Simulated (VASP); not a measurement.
# La4ZrO (F-43m) in VASP: notebook

The runs below take La4ZrO through relaxation of cell and atoms, single point, with PBE.

All numbers are computed with VASP 6.6.1; they aren't measurements. Logs are shortened: lines on timing, memory, paths and dates and some standing lists are left out, and cuts for length are marked.

## Step 1: The cell of the first run

The structure is cubic, space group F-43m (No. 216). The conventional cell has a = 8.200 Å, b = 8.200 Å, c = 8.200 Å, α = 90.00°, β = 90.00°, γ = 90.00°. Within 3.8 Å of La (site symmetry 3m) lie 6 La at 2.88 to 2.92 Å and 3 O at 3.40 Å and 3 Zr at 3.40 Å. Within 4.5 Å of Zr (site symmetry -43m) lie 12 La at 3.40 Å and 4 O at 3.55 Å. O (site symmetry -43m) has 12 La at 3.40 Å and 4 Zr at 3.55 Å within 4.5 Å.

The cell was built from a structure type or drawn by symmetry, and may not be a known phase.

## Step 2: Relaxation of cell and atoms, PBE

INCAR reads:

```
ALGO     = Normal         # electronic algorithm
EDIFF    = 1E-7           # SCF threshold, eV
EDIFFG   = -0.04          # ionic threshold
ENCUT    = 600            # plane-wave cutoff, eV
GGA      = PE             # functional
IBRION   = 2              # ionic algorithm
ISIF     = 3              # what is computed and relaxed
ISMEAR   = 0              # smearing method
LASPH    = T              # aspherical terms in the spheres
LCHARG   = F              # write CHGCAR
LREAL    = F              # projectors in reciprocal space
LWAVE    = F              # write WAVECAR
NELM     = 60             # most SCF steps
NSW      = 90             # ionic steps
PREC     = Accurate       # precision mode
SIGMA    = 0.1            # smearing width, eV
```

KPOINTS reads:

```
k-points
0
Gamma
  4 4 4
```

POSCAR reads:

```
La4ZrO
1.0
    0.0000000000      4.1000610100      4.1000610100
    4.1000610100      0.0000000000      4.1000610100
    4.1000610100      4.1000610100      0.0000000000
La Zr O
4 1 1
Direct
    0.8776099700      0.3741300100      0.3741300100
    0.3741300100      0.3741300100      0.3741300100
    0.3741300100      0.8776099700      0.3741300100
    0.3741300100      0.3741300100      0.8776099700
    0.7500000000      0.7500000000      0.7500000000
    0.0000000000      0.0000000000      0.0000000000
```

Potentials or basis: VASP PAW PBE potentials, release 64 (La, Zr_sv, O).

On the command line:

```
> cat potpaw_PBE.64/La/POTCAR potpaw_PBE.64/Zr_sv/POTCAR potpaw_PBE.64/O/POTCAR > POTCAR
> mpirun -np 1 vasp_std > vasp.out
```

OUTCAR:

```text
EDIFF = 1E-7
   EDIFFG = -0.04
   ENCUT = 600
   GGA = PE
   IBRION = 2
   ISIF = 3
   ISMEAR = 0
   LASPH = T
   LREAL = F
   NELM = 60
   NSW = 90
   PREC = Accurate

 ion  position               nearest neighbor table
   1  0.878  0.374  0.374-   2 2.88   3 2.88   4 2.88   3 2.92   4 2.92   2 2.92   5 3.40   5 3.40
                             5 3.40
   2  0.374  0.374  0.374-   1 2.88   3 2.88   4 2.88   1 2.92   3 2.92   4 2.92   5 3.40   5 3.40
                             5 3.40
   3  0.374  0.878  0.374-   1 2.88   2 2.88   4 2.88   1 2.92   4 2.92   2 2.92   5 3.40   5 3.40
                             5 3.40
   4  0.374  0.374  0.878-   1 2.88   2 2.88   3 2.88   3 2.92   1 2.92   2 2.92   5 3.40   5 3.40
                             5 3.40
   5  0.750  0.750  0.750-   1 3.40   3 3.40   4 3.40   2 3.40   2 3.40   2 3.40   1 3.40   4 3.40
                             3 3.40   1 3.40   3 3.40   4 3.40
   6  0.000  0.000  0.000-

  LATTYP: Found a face centered cubic cell.
 ALAT       =     8.2001220200

  Lattice vectors:

 A1 = (   0.0000000000,   4.1000610100,   4.1000610100)
 A2 = (   4.1000610100,   0.0000000000,   4.1000610100)
 A3 = (   4.1000610100,   4.1000610100,   0.0000000000)

Analysis of symmetry for initial positions (statically):
=====================================================================
 Subroutine PRICEL returns:
 Original cell was already a primitive cell.

 Routine SETGRP: Setting up the symmetry group for a
 face centered cubic supercell.

 Subroutine GETGRP returns: Found 24 space group operations
 (whereof 24 operations were pure point group operations)
 out of a pool of 48 trial point group operations.

The static configuration has the point symmetry T_d .

Analysis of symmetry for dynamics (positions and initial velocities):
=====================================================================
 Subroutine PRICEL returns:
 Original cell was already a primitive cell.

 Routine SETGRP: Setting up the symmetry group for a
 face centered cubic supercell.

 Subroutine GETGRP returns: Found 24 space group operations
 (whereof 24 operations were pure point group operations)
 out of a pool of 48 trial point group operations.

The dynamic configuration has the point symmetry T_d .

 Subroutine INISYM returns: Found 24 space group operations
 (whereof 24 operations are pure point group operations),
 and found     1 'primitive' translations

----------------------------------------------------------------------------------------

                                     Primitive cell

  volume of cell :     137.8482

  direct lattice vectors                    reciprocal lattice vectors
     0.000000000  4.100061010  4.100061010    -0.121949405  0.121949405  0.121949405
     4.100061010  0.000000000  4.100061010     0.121949405 -0.121949405  0.121949405
     4.100061010  4.100061010  0.000000000     0.121949405  0.121949405 -0.121949405

  length of vectors
     5.798361887  5.798361887  5.798361887     0.211222565  0.211222565  0.211222565

  position of ions in fractional coordinates (direct lattice)
     0.877609970  0.374130010  0.374130010
     0.374130010  0.374130010  0.374130010
     0.374130010  0.877609970  0.374130010
     0.374130010  0.374130010  0.877609970
     0.750000000  0.750000000  0.750000000
     0.000000000  0.000000000  0.000000000

  ion indices of the primitive-cell ions
   primitive index   ion index
                 1           1
                 2           2
                 3           3
                 4           4
                 5           5
                 6           6

----------------------------------------------------------------------------------------

 KPOINTS: k-points

Automatic generation of k-mesh.
 Grid dimensions read from file:
 generate k-points for:    4    4    4

 Generating k-lattice:

  Cartesian coordinates                     Fractional coordinates (reciprocal lattice)
    -0.030487351  0.030487351  0.030487351     0.250000000  0.000000000  0.000000000
     0.030487351 -0.030487351  0.030487351     0.000000000  0.250000000  0.000000000
     0.030487351  0.030487351 -0.030487351     0.000000000  0.000000000  0.250000000

  Length of vectors
     0.052805641  0.052805641  0.052805641

  Shift w.r.t. Gamma in fractional coordinates (k-lattice)
     0.000000000  0.000000000  0.000000000

 Subroutine IBZKPT returns following result:
 ===========================================

 Found      8 irreducible k-points:

 Following reciprocal coordinates:
            Coordinates               Weight
  0.000000  0.000000  0.000000      1.000000
  0.250000  0.000000  0.000000      8.000000
  0.500000  0.000000  0.000000      4.000000
  0.250000  0.250000  0.000000      6.000000
  0.500000  0.250000  0.000000     24.000000
 -0.250000  0.250000  0.000000     12.000000
  0.500000  0.500000  0.000000      3.000000
 -0.250000  0.500000  0.250000      6.000000
   k-points           NKPTS =      8   k-points in BZ     NKDIM =      8   number of bands    NBANDS=     37
   number of dos      NEDOS =    301   number of ions     NIONS =      6
   total plane-waves  NPLWV = 110592
   dimension x,y,z NGX =    48 NGY =   48 NGZ =   48
   dimension x,y,z NGXF=    96 NGYF=   96 NGZF=   96
   ions per type =               4   1   1
   NGX,Y,Z   is equivalent  to a cutoff of  13.76, 13.76, 13.76 a.u.
   NGXF,Y,Z  is equivalent  to a cutoff of  27.52, 27.52, 27.52 a.u.
 SYSTEM =  unknown system
   PREC   = accura    normal or accurate (medium, high low for compatibility)
   ISTART =      0    job   : 0-new  1-cont  2-samecut
   ICHARG =      2    charge: 1-file 2-atom 10-const
   ISPIN  =      1    spin polarized calculation?
   LNONCOLLINEAR =      F non collinear calculations
   LSORBIT =      F    spin-orbit coupling
   LASPH  =      T    aspherical Exc in radial PAW
   ENCUT  =  600.0 eV  44.10 Ry    6.64 a.u.  11.58 11.58 11.58*2*pi/ulx,y,z
   NELM   =     60;   NELMIN=  2; NELMDL= -5     # of ELM steps
   EDIFF  = 0.1E-06   stopping-criterion for ELM
   LREAL  =      F    real-space projection
   EDIFFG = -.4E-01   stopping-criterion for IOM
   NSW    =     90    number of steps for IOM
   IBRION =      2    ionic relax: 0-MD 1-quasi-New 2-CG
   NFREE  =      1    steps in history (QN), initial steepest desc. (CG)
   ISIF   =      3    stress and relaxation
   ISYM   =      2    0-nonsym 1-usesym 2-fastsym
   POTIM  = 0.5000    time-step for ionic-motion
   TEBEG  =    0.0;   TEEND  =   0.0 temperature during run
   PSTRESS=    0.0 pullay stress
   NELECT =      62.0000    total number of electrons
   NUPDOWN=      -1.0000    fix difference up-down
   EMIN   =  10.00;   EMAX   =-10.00  energy-range for DOS
   EFERMI =   0.00;   METHOD = LEGACY
   ISMEAR =     0;   SIGMA  =   0.10  broadening in eV -4-tet -1-fermi 0-gaus
   EFERMI_NEDOS =   21; number of points for ismear=-14 and -15
   IALGO  =     38    algorithm
   IMIX   =      4    mixing-type and parameters
     AMIX     =   0.40;   BMIX     =  1.00
     AMIX_MAG =   1.60;   BMIX_MAG =  1.00
  volume/ion in A,a.u.               =      22.97       155.04
  Fermi-wavevector in a.u.,A,eV,Ry     =   1.254311  2.370303 21.405978  1.573295
  Thomas-Fermi vector in A             =   2.388122
   LORBIT       =      0    0 simple, 1 ext, 2 COOP (PROOUT), +10 PAW based schemes
   GGA     = PE    functional components
   LHFCALC =     F    Hartree Fock is set to
   AEXX    =    0.0000 exact exchange contribution
   IVDW    =     0    specifies the selected vdW correction
   LEPSILON=     F    determine dielectric tensor
   LRPA    =     F    only Hartree local field effects (RPA)
 conjugate gradient relaxation of ions
 non-spin polarized calculation
 Gauss-broadening in eV      SIGMA  =   0.10
  energy-cutoff  :      600.00
  volume of cell :      137.85
 maximum number of plane-waves:      4645
 NGX is ok and might be reduce to    48
   NGX = 23   NGY = 23   NGZ = 23

--------------------------------------- Ionic step        1  -------------------------------------------

 number of electron      61.9999996 magnetization

 Free energy of the ion-electron system (eV)
  ---------------------------------------------------
  ext. energy  EPLUGINS =         0.00000000
  ---------------------------------------------------
  free energy    TOTEN  =       -27.31858137 eV

  energy without entropy =      -27.29242244  energy(sigma->0) =      -27.30550190

 E-fermi :  10.2954     XC(G=0): -10.8559

 val. band max:       10.1892555954   @ k =  -0.2500   0.5000   0.2500
 cond. band min:      10.3203343856   @ k =   0.2500   0.2500   0.0000
 fundamental gap:      0.1310787902
 Fermi energy:        10.2953583358

 k-point     1 :       0.0000    0.0000    0.0000
  band No.  band energies     occupation
      1     -38.4176      2.00000
      2     -23.1689      2.00000
      3     -21.4727      2.00000
      4     -21.4727      2.00000
      5     -21.4727      2.00000
      6     -16.4988      2.00000
[... 371 lines left out ...]
 POSITION                                       TOTAL-FORCE (eV/Angst)
 -----------------------------------------------------------------------------------
      3.39233      5.63543      5.63543        -0.017775      0.017775      0.017775
      3.39233      3.39233      3.39233        -0.017775     -0.017775     -0.017775
      5.63543      3.39233      5.63543         0.017775     -0.017775      0.017775
      5.63543      5.63543      3.39233         0.017775      0.017775     -0.017775
      6.77082      6.77082      6.77082         0.000000     -0.000000     -0.000000
      9.02776      9.02776      9.02776         0.000000     -0.000000     -0.000000
 -----------------------------------------------------------------------------------
    total drift:                                0.000000      0.000000      0.000000

  FREE ENERGIE OF THE ION-ELECTRON SYSTEM (eV)
  ---------------------------------------------------
  free  energy   TOTEN  =       -28.8810381702 eV

  energy  without entropy=      -28.8263654473  energy(sigma->0) =      -28.85370181

--------------------------------------- Ionic step        3  -------------------------------------------

 number of electron      61.9999999 magnetization

 Free energy of the ion-electron system (eV)
  ---------------------------------------------------
  ext. energy  EPLUGINS =         0.00000000
  ---------------------------------------------------
  free energy    TOTEN  =       -28.88583836 eV

  energy without entropy =      -28.83328538  energy(sigma->0) =      -28.85956187

 E-fermi :   7.3088     XC(G=0):  -9.6594

 val. band max:        7.2994119166   @ k =   0.5000   0.2500   0.0000
 cond. band min:       7.3151899968   @ k =   0.2500   0.2500   0.0000
 fundamental gap:      0.0157780802
 Fermi energy:         7.3088243666

 k-point     1 :       0.0000    0.0000    0.0000
  band No.  band energies     occupation
      1     -41.9572      2.00000
      2     -25.7149      2.00000
      3     -24.9630      2.00000
      4     -24.9630      2.00000
      5     -24.9630      2.00000
      6     -19.9431      2.00000
[... 331 lines left out ...]
 POSITION                                       TOTAL-FORCE (eV/Angst)
 -----------------------------------------------------------------------------------
      3.36949      5.59999      5.59999        -0.015119      0.015119      0.015119
      3.36949      3.36949      3.36949        -0.015119     -0.015119     -0.015119
      5.59999      3.36949      5.59999         0.015119     -0.015119      0.015119
      5.59999      5.59999      3.36949         0.015119      0.015119     -0.015119
      6.72711      6.72711      6.72711         0.000000      0.000000      0.000000
      0.00000      0.00000      0.00000         0.000000      0.000000      0.000000
 -----------------------------------------------------------------------------------
    total drift:                                0.000000      0.000000      0.000000

  FREE ENERGIE OF THE ION-ELECTRON SYSTEM (eV)
  ---------------------------------------------------
  free  energy   TOTEN  =       -28.8858383551 eV

  energy  without entropy=      -28.8332853811  energy(sigma->0) =      -28.85956187

 reached required accuracy - stopping structural energy minimisation
```

It took 12 min on 1 thread of Intel Xeon 8259CL, shared host; peak memory 0.39 GiB.

Results:

```
Free energy                           : -28.8858 eV
Relaxed volume                        : 30.07 Å³/atom
Relaxed cell                          : a = 6.342 Å, b = 6.342 Å, c = 6.342 Å, α = 60.00°, β = 60.00°, γ = 60.00°
Space group after relaxing (to 0.1 Å) : F-43m (No. 216)
Energy gained by relaxing             : 261.2 meV/atom
Ionic steps                           : 3
Pressure after relaxing               : 0.1 GPa
Largest force after relaxing          : 0.026 eV/Å
Band gap on the k mesh                : zero (bands 31 and 32 overlap by 0.07 eV)
```

Forces in eV/Å, atoms in the order of the input:
```
La  -0.015  0.015  0.015
La  -0.015 -0.015 -0.015
La   0.015 -0.015  0.015
La   0.015  0.015 -0.015
Zr   0.000  0.000  0.000
O    0.000  0.000  0.000
```

Step by step:
```csv
step,energy change (eV),largest force (eV/Å),pressure (GPa),volume (Å³)
1,0.0000,0.4817,14.59,137.85
2,-1.5625,0.0308,-0.50,183.94
3,-1.5673,0.0262,0.08,180.40
```

Final structure:
```yaml
crystal:
  lattice:
    - [0.00000, 4.48474, 4.48474]
    - [4.48474, 0.00000, 4.48474]
    - [4.48474, 4.48474, 0.00000]
  atoms:
    - { symbol: La, position: [0.87301, 0.37566, 0.37566] }
    - { symbol: La, position: [0.37566, 0.37566, 0.37566] }
    - { symbol: La, position: [0.37566, 0.87301, 0.37566] }
    - { symbol: La, position: [0.37566, 0.37566, 0.87301] }
    - { symbol: Zr, position: [0.75000, 0.75000, 0.75000] }
    - { symbol: O, position: [0.00000, 0.00000, 0.00000] }
```

Caveat: the volume moved by over 15 % at a fixed basis, so the end points are rough; spin-orbit coupling is left out, which moves the levels of the heavy elements.

## Step 3: Single point, PBE, collinear spin

This run uses another cell than the first one, of 30.05 Å³/atom.

INCAR reads:

```
SYSTEM = La4ZrO
PREC = Accurate ; ENCUT = 520
EDIFF = 1E-6 ; ISMEAR = 0
SIGMA = 0.1 ; LREAL = .FALSE.
LASPH = .TRUE. ; NELM = 150
ALGO = Normal ; ISIF = 2
LWAVE = .FALSE. ; LCHARG = .FALSE.
ISPIN = 2 ; MAGMOM = 0 0 0 0 1 0
LORBIT = 11 ; LMAXMIX = 6
GGA = PE ; NBANDS = 44
```

KPOINTS reads:

```
regular mesh
0
G
  4 4 4
  0 0 0
```

POSCAR reads:

```
La4ZrO
1.0
    0.0000000000      4.4840747882      4.4840747882
    4.4840747882      0.0000000000      4.4840747882
    4.4840747882      4.4840747882      0.0000000000
La Zr O
4 1 1
Direct
    0.6246621013      0.6246621013      0.1260136960
    0.6246621013      0.1260136960      0.6246621013
    0.1260136960      0.6246621013      0.6246621013
    0.6246621013      0.6246621013      0.6246621013
    0.2500000000      0.2500000000      0.2500000000
    0.0000000000      0.0000000000      0.0000000000
```

Potentials or basis: VASP PAW PBE potentials, release 64 (La, Zr_sv, O).

On the command line:

```
> cat potpaw_PBE.64/La/POTCAR potpaw_PBE.64/Zr_sv/POTCAR potpaw_PBE.64/O/POTCAR > POTCAR
> mpirun -np 1 vasp_std > vasp.out
```

It took 10 min on 1 thread of Intel Xeon 8259CL, shared host; peak memory 0.48 GiB.

It converged, with:

```yaml
Free_energy: -28.9038 eV
Pressure: 0.2 GPa
Largest_force: 0.044 eV/Å
Net_moment: 0.88 μB per cell
Site_moments: La +0.02; Zr +0.38; O +0.02 μB
Valence_electrons_inside_the_program's_atomic_spheres: La 8.87; Zr 9.68; O 4.70
```

Forces on the atoms (eV/Å):
```
La   0.026  0.026 -0.026
La   0.026 -0.026  0.026
La  -0.026  0.026  0.026
La  -0.026 -0.026 -0.026
Zr   0.000  0.000  0.000
O    0.000  0.000  0.000
```

Levels at points of the mesh, in eV from the Fermi level:
Spin up:
| k point | band 29 | band 30 | band 31 | band 32 | band 33 | band 34 |
| --- | --- | --- | --- | --- | --- | --- |
| (0.00, 0.00, 0.00) | -1.34 | -0.37 | -0.37 | 0.14 | 0.14 | 0.14 |
| (0.50, 0.00, 0.00) | -0.60 | -0.46 | -0.46 | -0.12 | 0.27 | 0.27 |
| (0.50, 0.50, 0.00) | -0.48 | -0.48 | -0.45 | 0.01 | 0.45 | 0.45 |
Spin down:
| k point | band 28 | band 29 | band 30 | band 31 | band 32 | band 33 | band 34 | band 35 |
| --- | --- | --- | --- | --- | --- | --- | --- | --- |
| (0.00, 0.00, 0.00) | -1.30 | -1.30 | -0.19 | -0.19 | 0.26 | 0.26 | 0.26 | 1.12 |
| (0.50, 0.00, 0.00) | -0.62 | -0.48 | -0.18 | -0.18 | -0.02 | 0.44 | 0.44 | 1.15 |
| (0.50, 0.50, 0.00) | -0.56 | -0.38 | -0.38 | -0.24 | 0.44 | 0.50 | 0.54 | 0.54 |

Caveat: spin-orbit coupling is left out, which moves the levels of the heavy elements.
